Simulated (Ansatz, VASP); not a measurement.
Two plane-wave programs on BeAs2C

```
Be As C
1.0
     3.42471    0.00000    0.00000
     0.00000    3.42471    0.00000
     0.00000    0.00000    4.89686
Be As C
1 2 1
Direct
  0.00000 0.00000 0.00000
  0.00000 0.50000 0.26057
  0.50000 0.00000 0.73943
  0.50000 0.50000 0.50000
```

Alike in both runs: task single point; functional r2SCAN; k mesh 6 × 6 × 4; occupations fermi-dirac, width 0.02 eV; no spin polarisation.

|  | VASP | Ansatz |
| --- | --- | --- |
| version | VASP 6.6.1 | Ansatz 0.2.0 |
| potentials or method | VASP PAW PBE potentials, release 64 (Be, As, C) | plane waves |
| plane-wave cutoff (eV) | 520 | 500 |
| valence electrons in the cell | 16 | 36 |

VASP gave:

* pressure (GPa): 0.3
* rms of the force components (eV/Å): 0.018

What did Ansatz give for the same quantities?

Pressure (GPa): 0.1; rms of the force components (eV/Å): 0.024.

VASP's potentials were made for PBE, not for r2SCAN. VASP's potentials hold 16 valence electrons a cell and Ansatz's 36, so a difference there can come from the potentials and not from the codes.
